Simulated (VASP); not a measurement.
Wanted: the native input for a VASP 6.6.1 run.

| Property | Result |
| --- | --- |
| Task | relaxation of volume and atoms at fixed shape |
| Functional | PBE |
| Potentials or basis | VASP PAW PBE potentials, release 64 (Na_pv) |
| Cutoff | 500 eV |
| k mesh | 8 × 8 × 8 |
| Occupations | fermi-dirac, width 0.1 eV |
| Spin | no spin polarisation |
| Dipole correction | no |
| Further INCAR settings | ALGO = Normal; EDIFF = 1e-07; IBRION = 2; EDIFFG = -0.03; NSW = 60; ISIF = 8 |

The structure of Na lies in POSCAR:

```
Na
1.0
   -2.1410000000      2.1410000000      2.1410000000
    2.1410000000     -2.1410000000      2.1410000000
    2.1410000000      2.1410000000     -2.1410000000
Na
1
Direct
    0.0000000000      0.0000000000      0.0000000000
```

These files were run (other wordings do the same):

INCAR

```
SYSTEM = Na
ALGO = Normal
EDIFF = 1E-7
EDIFFG = -0.03
ENCUT = 500
GGA = PE
GGA_COMPAT = .FALSE.
IBRION = 2
ISIF = 8
ISMEAR = -1
LASPH = .TRUE.
LCHARG = .FALSE.
LREAL = .FALSE.
LWAVE = .FALSE.
NELM = 120
NELMIN = 4
NSW = 60
PREC = Accurate
SIGMA = 0.1
```

KPOINTS

```
k-points
0
G
  8 8 8
  0 0 0
```

Potentials or basis: VASP PAW PBE potentials, release 64 (Na_pv).

The run is started by

```console
$ cat potpaw_PBE.64/Na_pv/POTCAR > POTCAR
$ mpirun -np 1 vasp_std > vasp.out
```

Results of the run:

* Relaxed volume: 37.06 Å³/atom
* Relaxed cell: a = 3.638 Å, b = 3.638 Å, c = 3.638 Å, α = 109.47°, β = 109.47°, γ = 109.47°
* Space group after relaxing (to 0.1 Å): Im-3m (No. 229)
* Energy gained by relaxing: 2.7 meV/atom
* Ionic steps: 3
* Pressure after relaxing: 0.0 GPa
* Band gap on the k mesh: zero (an odd number of electrons rules out a gap without spin polarisation)

It took 15 s on 1 thread of Intel(R) Xeon(R) Platinum 8259CL CPU @ 2.50GHz (Skylake/Cascade Lake), on a shared host, peak memory 0.14 GiB.
